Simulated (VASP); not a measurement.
# Ag (Fm-3m) in VASP: a series of runs, part 2 of 2

VASP 6.6.1.

## Step 4: Single point, PBE

This run uses another cell than the first one, of 15.85 Å³/atom, 0.889 times its volume.

Input file INCAR:

```
PREC = Accurate ; ENCUT = 520
EDIFF = 1E-7 ; ISMEAR = -1
SIGMA = 0.05 ; LREAL = F
LASPH = T ; NELM = 60
ALGO = Normal ; ISIF = 2
LWAVE = F ; LCHARG = F
GGA = PE ; NBANDS = 12
```

Input file KPOINTS:

```
regular mesh
0
Gamma
  17 17 17
```

Input file POSCAR:

```
Ag
1.0
    0.0000000000      1.9939092375      1.9939092375
    1.9939092375      0.0000000000      1.9939092375
    1.9939092375      1.9939092375      0.0000000000
Ag
1
Direct
    0.0000000000      0.0000000000      0.0000000000
```

Potentials or basis: VASP PAW PBE potentials, release 64 (Ag).

On the command line:

```console
> cat potpaw_PBE.64/Ag/POTCAR > POTCAR
> mpirun -np 1 vasp_std > vasp.out
```

OUTCAR:

```text
PREC = Accurate
   ENCUT = 520
   EDIFF = 1E-7
   ISMEAR = -1
   LREAL = F
   LASPH = T
   NELM = 60
   ISIF = 2
   GGA = PE

 ion  position               nearest neighbor table
   1  0.000  0.000  0.000-

  LATTYP: Found a face centered cubic cell.
 ALAT       =     3.9878184750

  Lattice vectors:

 A1 = (   0.0000000000,   1.9939092375,   1.9939092375)
 A2 = (   1.9939092375,   0.0000000000,   1.9939092375)
 A3 = (   1.9939092375,   1.9939092375,   0.0000000000)

Analysis of symmetry for initial positions (statically):
=====================================================================
 Subroutine PRICEL returns:
 Original cell was already a primitive cell.

 Routine SETGRP: Setting up the symmetry group for a
 face centered cubic supercell.

 Subroutine GETGRP returns: Found 48 space group operations
 (whereof 48 operations were pure point group operations)
 out of a pool of 48 trial point group operations.

The static configuration has the point symmetry O_h .

Analysis of symmetry for dynamics (positions and initial velocities):
=====================================================================
 Subroutine PRICEL returns:
 Original cell was already a primitive cell.

 Routine SETGRP: Setting up the symmetry group for a
 face centered cubic supercell.

 Subroutine GETGRP returns: Found 48 space group operations
 (whereof 48 operations were pure point group operations)
 out of a pool of 48 trial point group operations.

The dynamic configuration has the point symmetry O_h .

 Subroutine INISYM returns: Found 48 space group operations
 (whereof 48 operations are pure point group operations),
 and found     1 'primitive' translations

----------------------------------------------------------------------------------------

                                     Primitive cell

  volume of cell :      15.8543

  direct lattice vectors                    reciprocal lattice vectors
     0.000000000  1.993909238  1.993909238    -0.250763671  0.250763671  0.250763671
     1.993909238  0.000000000  1.993909238     0.250763671 -0.250763671  0.250763671
     1.993909238  1.993909238  0.000000000     0.250763671  0.250763671 -0.250763671

  length of vectors
     2.819813486  2.819813486  2.819813486     0.434335419  0.434335419  0.434335419

  position of ions in fractional coordinates (direct lattice)
     0.000000000  0.000000000  0.000000000

  ion indices of the primitive-cell ions
   primitive index   ion index
                 1           1

----------------------------------------------------------------------------------------

 KPOINTS: regular mesh

Automatic generation of k-mesh.
 Grid dimensions read from file:
 generate k-points for:   17   17   17

 Generating k-lattice:

  Cartesian coordinates                     Fractional coordinates (reciprocal lattice)
    -0.014750804  0.014750804  0.014750804     0.058823529  0.000000000  0.000000000
     0.014750804 -0.014750804  0.014750804     0.000000000  0.058823529  0.000000000
     0.014750804  0.014750804 -0.014750804     0.000000000  0.000000000  0.058823529

  Length of vectors
     0.025549142  0.025549142  0.025549142

  Shift w.r.t. Gamma in fractional coordinates (k-lattice)
     0.000000000  0.000000000  0.000000000

 Subroutine IBZKPT returns following result:
 ===========================================

 Found    165 irreducible k-points:

 Following reciprocal coordinates:
            Coordinates               Weight
  0.000000  0.000000  0.000000      1.000000
  0.058824  0.000000  0.000000      8.000000
  0.117647  0.000000  0.000000      8.000000
  0.176471  0.000000  0.000000      8.000000
  0.235294  0.000000  0.000000      8.000000
  0.294118  0.000000  0.000000      8.000000
[... 16 lines left out ...]
 -0.176471  0.058824  0.000000     24.000000
 -0.117647  0.058824  0.000000     24.000000
 [... further k-points ...]
   k-points           NKPTS =    165   k-points in BZ     NKDIM =    165   number of bands    NBANDS=     12
   number of dos      NEDOS =    301   number of ions     NIONS =      1
   total plane-waves  NPLWV =  13824
   dimension x,y,z NGX =    24 NGY =   24 NGZ =   24
   dimension x,y,z NGXF=    48 NGYF=   48 NGZF=   48
   ions per type =               1
   NGX,Y,Z   is equivalent  to a cutoff of  14.15, 14.15, 14.15 a.u.
   NGXF,Y,Z  is equivalent  to a cutoff of  28.30, 28.30, 28.30 a.u.
 SYSTEM =  unknown system
   PREC   = accura    normal or accurate (medium, high low for compatibility)
   ISTART =      0    job   : 0-new  1-cont  2-samecut
   ICHARG =      2    charge: 1-file 2-atom 10-const
   ISPIN  =      1    spin polarized calculation?
   LNONCOLLINEAR =      F non collinear calculations
   LSORBIT =      F    spin-orbit coupling
   LASPH  =      T    aspherical Exc in radial PAW
   ENCUT  =  520.0 eV  38.22 Ry    6.18 a.u.   5.24  5.24  5.24*2*pi/ulx,y,z
   NELM   =     60;   NELMIN=  2; NELMDL= -5     # of ELM steps
   EDIFF  = 0.1E-06   stopping-criterion for ELM
   LREAL  =      F    real-space projection
   EDIFFG = 0.1E-05   stopping-criterion for IOM
   NSW    =      0    number of steps for IOM
   IBRION =     -1    ionic relax: 0-MD 1-quasi-New 2-CG
   NFREE  =      0    steps in history (QN), initial steepest desc. (CG)
   ISIF   =      2    stress and relaxation
   ISYM   =      2    0-nonsym 1-usesym 2-fastsym
   POTIM  = 0.5000    time-step for ionic-motion
   TEBEG  =    0.0;   TEEND  =   0.0 temperature during run
   PSTRESS=    0.0 pullay stress
   NELECT =      11.0000    total number of electrons
   NUPDOWN=      -1.0000    fix difference up-down
   EMIN   =  10.00;   EMAX   =-10.00  energy-range for DOS
   EFERMI =   0.00;   METHOD = LEGACY
   ISMEAR =    -1;   SIGMA  =   0.05  broadening in eV -4-tet -1-fermi 0-gaus
   EFERMI_NEDOS =   21; number of points for ismear=-14 and -15
   IALGO  =     38    algorithm
   IMIX   =      4    mixing-type and parameters
     AMIX     =   0.40;   BMIX     =  1.00
     AMIX_MAG =   1.60;   BMIX_MAG =  1.00
  volume/ion in A,a.u.               =      15.85       106.99
  Fermi-wavevector in a.u.,A,eV,Ry     =   1.449296  2.738772 28.578467  2.100458
  Thomas-Fermi vector in A             =   2.567039
   LORBIT       =      0    0 simple, 1 ext, 2 COOP (PROOUT), +10 PAW based schemes
   GGA     = PE    functional components
   LHFCALC =     F    Hartree Fock is set to
   AEXX    =    0.0000 exact exchange contribution
   IVDW    =     0    specifies the selected vdW correction
   LEPSILON=     F    determine dielectric tensor
   LRPA    =     F    only Hartree local field effects (RPA)
 non-spin polarized calculation
  energy-cutoff  :      520.00
  volume of cell :       15.85
 maximum number of plane-waves:       444
 NGX is ok and might be reduce to    24
   NGX = 11   NGY = 11   NGZ = 11

 number of electron      11.0000002 magnetization

 Free energy of the ion-electron system (eV)
  ---------------------------------------------------
  ext. energy  EPLUGINS =         0.00000000
  ---------------------------------------------------
  free energy    TOTEN  =        -2.63500319 eV

  energy without entropy =       -2.63170641  energy(sigma->0) =       -2.63335480

 E-fermi :   9.6114     XC(G=0): -12.6512

 val. band max:        9.6088354423   @ k =  -0.4706   0.1176   0.0588
 cond. band min:       9.6135537050   @ k =  -0.3529   0.1765   0.0000
 fundamental gap:      0.0047182627
 Fermi energy:         9.6113854569

 k-point     1 :       0.0000    0.0000    0.0000
  band No.  band energies     occupation
      1       1.1642      2.00000
      2       4.3925      2.00000
      3       4.3925      2.00000
      4       4.3925      2.00000
      5       5.5679      2.00000
      6       5.5679      2.00000
      7      25.6465      0.00000
      8      29.6581      0.00000
      9      29.6581      0.00000
     10      29.6581      0.00000
     11      34.6572      0.00000
     12      36.3180      0.00000

 k-point     2 :       0.0588    0.0000    0.0000
  band No.  band energies     occupation
      1       1.2792      2.00000
      2       4.3630      2.00000
      3       4.4264      2.00000
      4       4.4264      2.00000
      5       5.5542      2.00000
      6       5.5542      2.00000
      7      25.6993      0.00000
      8      28.7333      0.00000
      9      29.7319      0.00000
     10      29.7319      0.00000
     11      34.9328      0.00000
     12      36.1330      0.00000
[... 316 lines left out ...]
 k-point    24 :      -0.1176    0.0588    0.0000
  band No.  band energies     occupation
      1       1.8545      2.00000
      2       4.2186      2.00000
      3       4.5726      2.00000
      4       4.6031      2.00000
      5       5.4141      2.00000
      6       5.6313      2.00000
      7      25.2956      0.00000
      8      26.5427      0.00000
      9      29.0444      0.00000
     10      30.8300      0.00000
     11      32.9219      0.00000
     12      35.6586      0.00000

 [... further k-points ...]
[... 5 lines left out ...]
  --------------------------------------------------------------------------------------
  -------------------------------------------------------------------------------------
  Total        1.4569979      1.4569979      1.4569979      0.0000000      0.0000000      0.0000000
  in kB      147.2391726    147.2391726    147.2391726      0.0000000      0.0000000      0.0000000
  external PRESSURE =     147.2391726 kB  Pullay stress =       0.0000000 kB

 VOLUME and BASIS-vectors are now :
 -----------------------------------------------------------------------------
  energy-cutoff  :      520.00
  volume of cell :       15.85
      direct lattice vectors                 reciprocal lattice vectors
     0.000000000  1.993909238  1.993909238    -0.250763671  0.250763671  0.250763671
     1.993909238  0.000000000  1.993909238     0.250763671 -0.250763671  0.250763671
     1.993909238  1.993909238  0.000000000     0.250763671  0.250763671 -0.250763671

 POSITION                                       TOTAL-FORCE (eV/Angst)
 -----------------------------------------------------------------------------------
      0.00000      0.00000      0.00000        -0.000000      0.000000     -0.000000
 -----------------------------------------------------------------------------------
    total drift:                               -0.000000      0.000000      0.000000

  FREE ENERGIE OF THE ION-ELECTRON SYSTEM (eV)
  ---------------------------------------------------
  free  energy   TOTEN  =        -2.6350031920 eV

  energy  without entropy=       -2.6317064080  energy(sigma->0) =       -2.63335480
```

OSZICAR:

```text
N       E                     dE             d eps       ncg     rms          rms(c)
DAV:   1     0.532641968610E+02    0.53264E+02   -0.55027E+03  3992   0.840E+02
DAV:   2    -0.207107332688E+01   -0.55335E+02   -0.52531E+02  4632   0.200E+02
DAV:   3    -0.291190762549E+01   -0.84083E+00   -0.84031E+00  4600   0.257E+01
DAV:   4    -0.291446503804E+01   -0.25574E-02   -0.25573E-02  4628   0.149E+00
DAV:   5    -0.291448414854E+01   -0.19111E-04   -0.19112E-04  4712   0.115E-01    0.640E+00
DAV:   6    -0.265089619380E+01    0.26359E+00   -0.94711E-01  4380   0.889E+00    0.399E+00
DAV:   7    -0.263870871526E+01    0.12187E-01   -0.16564E-02  4592   0.120E+00    0.215E+00
DAV:   8    -0.263499461414E+01    0.37141E-02   -0.73557E-04  4508   0.200E-01    0.120E-01
DAV:   9    -0.263499849899E+01   -0.38849E-05   -0.70201E-06  4628   0.211E-02    0.257E-02
DAV:  10    -0.263500391070E+01   -0.54117E-05   -0.34899E-06  4536   0.168E-02    0.862E-03
DAV:  11    -0.263500324732E+01    0.66338E-06   -0.87501E-08  4456   0.241E-03    0.622E-04
DAV:  12    -0.263500319197E+01    0.55349E-07   -0.37160E-09  2448   0.551E-04
   1 F= -.26350032E+01 E0= -.26333548E+01  d E =-.329678E-02
```

stdout:

```text
POSCAR found type information on POSCAR Ag
 POSCAR found :  1 types and       1 ions
 scaLAPACK will be used
 LDA part: xc-table for (Slater+PW92), standard interpolation
 POSCAR, INCAR and KPOINTS ok, starting setup
 FFT: planning ... GRIDC
 FFT: planning ... GRID_SOFT
 FFT: planning ... GRID
 WAVECAR not read
 entering main loop
```

It used 8.7 s of CPU time on 1 thread of Intel(R) Xeon(R) 6975P-C (Granite Rapids), with other jobs on the host.

What came out:

| Quantity | Value |
| --- | --- |
| Free energy | -2.6350 eV |
| Pressure | 14.7 GPa |

## Step 5: Single point, PBE

This run uses another cell than the first one, of 15.85 Å³/atom, 0.888 times its volume.

Input file INCAR:

```
ALGO = Normal
EDIFF = 1E-6
ENCUT = 520
GGA = PE
ISIF = 2
ISMEAR = -1
LASPH = T
LCHARG = F
LREAL = F
LWAVE = F
NBANDS = 12
NELM = 100
PREC = Accurate
SIGMA = 0.05
```

Input file KPOINTS:

```
k-points
0
Gamma
  17 17 17
```

Input file POSCAR:

```
Ag
1.0
    0.0000000000      1.9937393223      1.9937393223
    1.9937393223      0.0000000000      1.9937393223
    1.9937393223      1.9937393223      0.0000000000
Ag
1
Direct
    0.0000000000      0.0000000000      0.0000000000
```

On the command line:

```console
> cat potpaw_PBE.64/Ag/POTCAR > POTCAR
> mpirun -np 1 vasp_std > vasp.out
```

Wall time 12 s (1 thread of Intel Xeon 6975P-C (Granite Rapids), shared host); peak memory 0.16 GiB.

It converged, with:

| Quantity | Value |
| --- | --- |
| Free energy | -2.6346 eV |
| Pressure | 14.8 GPa |

Levels at points of the mesh, in eV from the Fermi level:
| k point | band 4 | band 5 | band 6 | band 7 | band 8 | band 9 |
| --- | --- | --- | --- | --- | --- | --- |
| (0.00, 0.00, 0.00) | -5.22 | -4.04 | -4.04 | 16.04 | 20.05 | 20.05 |

## Step 6: Relaxation of cell and atoms, PBE, target pressure 15 GPa, at which the enthalpy is minimised

This run uses another cell than the first one, of 15.81 Å³/atom, 0.886 times its volume.

Input file INCAR:

```
SYSTEM = Ag
PREC = Accurate ; ENCUT = 600
EDIFF = 1E-6 ; ISMEAR = -1
SIGMA = 0.05 ; LREAL = .FALSE.
LASPH = .TRUE. ; NELM = 60
ALGO = Normal ; ISIF = 3
LWAVE = .FALSE. ; LCHARG = .FALSE.
GGA = PE ; IBRION = 2
NSW = 60 ; EDIFFG = -0.005
PSTRESS = 150.0
```

Input file KPOINTS:

```
Automatic mesh
0
G
  17 17 17
  0 0 0
```

Input file POSCAR:

```
Ag
1.0
    0.0000000000      1.9919897909      1.9919897909
    1.9919897909      0.0000000000      1.9919897909
    1.9919897909      1.9919897909      0.0000000000
Ag
1
Direct
    0.0000000000      0.0000000000      0.0000000000
```

Potentials or basis: VASP PAW PBE potentials, release 64 (Ag).

On the command line:

```console
> cat potpaw_PBE.64/Ag/POTCAR > POTCAR
> mpirun -np 1 vasp_std > vasp.out
```

OUTCAR:

```text
SYSTEM = Ag
   PREC = Accurate
   ENCUT = 600
   EDIFF = 1E-6
   ISMEAR = -1
   LREAL = .FALSE.
   LASPH = .TRUE.
   NELM = 60
   ISIF = 3
   GGA = PE
   IBRION = 2
   NSW = 60
   EDIFFG = -0.005
   PSTRESS = 150.0

 ion  position               nearest neighbor table
   1  0.000  0.000  0.000-

  LATTYP: Found a face centered cubic cell.
 ALAT       =     3.9839795818

  Lattice vectors:

 A1 = (   0.0000000000,   1.9919897909,   1.9919897909)
 A2 = (   1.9919897909,   0.0000000000,   1.9919897909)
 A3 = (   1.9919897909,   1.9919897909,   0.0000000000)

Analysis of symmetry for initial positions (statically):
=====================================================================
 Subroutine PRICEL returns:
 Original cell was already a primitive cell.
[... 248 lines left out ...]
  free energy    TOTEN  =        -2.63219101 eV

  energy without entropy =       -2.62891043  energy(sigma->0) =       -2.63055072

 E-fermi :   9.6403     XC(G=0): -12.6628

 val. band max:        9.6352960234   @ k =  -0.4706   0.1176   0.0588
 cond. band min:       9.6432599806   @ k =  -0.3529   0.1765   0.0000
 fundamental gap:      0.0079639572
 Fermi energy:         9.6403497334

 k-point     1 :       0.0000    0.0000    0.0000
  band No.  band energies     occupation
      1       1.1777      2.00000
      2       4.4128      2.00000
      3       4.4128      2.00000
      4       4.4128      2.00000
      5       5.5922      2.00000
      6       5.5922      2.00000
      7      25.6776      0.00000
      8      29.7006      0.00000
      9      29.7006      0.00000
[... 265 lines left out ...]
 k-point    24 :      -0.1176    0.0588    0.0000
  band No.  band energies     occupation
      1       1.8691      2.00000
      2       4.2383      2.00000
      3       4.5934      2.00000
      4       4.6241      2.00000
      5       5.4378      2.00000
      6       5.6558      2.00000
      7      25.3356      0.00000
      8      26.5816      0.00000
      9      29.0898      0.00000

 [... further k-points ...]
[... 5 lines left out ...]
  --------------------------------------------------------------------------------------
  -------------------------------------------------------------------------------------
  Total        1.4798514      1.4798514      1.4798514     -0.0000000      0.0000000     -0.0000000
  in kB      149.8312011    149.8312011    149.8312011     -0.0000000      0.0000000     -0.0000000
  external PRESSURE =      -0.1687989 kB  Pullay stress =     150.0000000 kB
[... 20 lines left out ...]
  energy  without entropy=       -2.6289104299  energy(sigma->0) =       -2.63055072

  enthalpy is  TOTEN    =        -1.1506723743 eV   P V=        1.4815186381

 reached required accuracy - stopping structural energy minimisation
```

OSZICAR:

```text
N       E                     dE             d eps       ncg     rms          rms(c)
DAV:   1     0.500811900620E+02    0.50081E+02   -0.63376E+03  2986   0.126E+03
DAV:   2    -0.247988804468E+01   -0.52561E+02   -0.50666E+02  3045   0.227E+02
[... 15 lines left out ...]
DAV:   5    -0.263461895190E+01   -0.68173E-07   -0.10535E-07  1541   0.352E-03
   2 F= -.11506508E+01 E0= -.11490034E+01  d E =0.123284E-04
       N       E                     dE             d eps       ncg     rms          rms(c)
DAV:   1    -0.263259371120E+01    0.20252E-02   -0.76075E-03  3011   0.109E+00    0.128E-01
DAV:   2    -0.263219984732E+01    0.39386E-03   -0.16676E-03  3003   0.452E-01    0.416E-02
DAV:   3    -0.263219091844E+01    0.89289E-05   -0.26516E-05  3020   0.521E-02    0.275E-02
DAV:   4    -0.263219101234E+01   -0.93896E-07   -0.38150E-06  3130   0.191E-02
   3 F= -.11506724E+01 E0= -.11490321E+01  d E =-.923306E-05
```

Run time: 20 s. Hardware: 1 thread of Intel Xeon 6975P-C (Granite Rapids), shared host; peak memory 0.16 GiB.

Results:

| Quantity | Value |
| --- | --- |
| Free energy | -2.6322 eV |
| Relaxed volume | 15.82 Å³/atom |
| Relaxed cell | a = 2.818 Å, b = 2.818 Å, c = 2.818 Å, α = 60.00°, β = 60.00°, γ = 60.00° |
| Space group after relaxing (to 0.05 Å) | Fm-3m (No. 225) |
| Energy change on relaxing (the enthalpy is what falls) | -1.5 meV/atom |
| Ionic steps | 3 |
| Pressure after relaxing | 15.0 GPa |

Step by step:
```csv
step,energy change (eV),largest force (eV/Å),pressure (GPa),volume (Å³)
1,0.0000,0.0000,15.19,15.81
2,-0.0039,0.0000,14.75,15.85
3,-0.0015,0.0000,14.98,15.82
```

Final structure:
```xyz
1
Lattice="0.0000 1.9927 1.9927 1.9927 0.0000 1.9927 1.9927 1.9927 0.0000" Properties=species:S:1:pos:R:3 pbc="T T T"
Ag    0.0000    0.0000    0.0000
```

Levels at points of the mesh, in eV from the Fermi level:
```
           k point  band 3  band 4  band 5  band 6  band 7  band 8  band 9
(0.00, 0.00, 0.00)   -5.23   -5.23   -4.05   -4.05   16.04   20.06   20.06
```

Caveat: the cell is relaxed towards a set pressure, so the enthalpy falls and the energy may rise.

## Step 7: The runs side by side

```csv
task,cell,k mesh,cutoff (eV),gap on the mesh (eV),pressure (GPa)
single point,"a = 2.933 Å, angles 60.0°, 1 atom",16 × 16 × 16,520,none,-0.1
single point,"a = 2.817 Å, angles 60.0°, 1 atom",17 × 17 × 17,520,none,15.2
single point,"a = 2.820 Å, angles 60.0°, 1 atom",17 × 17 × 17,520,none,14.8
relaxation of cell and atoms,"relaxed to 15 GPa from a = 2.817 Å, angles 60.0°, 1 atom",17 × 17 × 17,600,none,15.0
```

Alike in all rows: level PBE; potentials or basis VASP PAW PBE potentials, release 64 (Ag); no spin polarisation; smearing fermi-dirac 0.05 eV.

Caveats: the cell is relaxed towards a set pressure, so the enthalpy falls and the energy may rise (some runs).

Absolute energies hang on the potentials; compare differences alone.
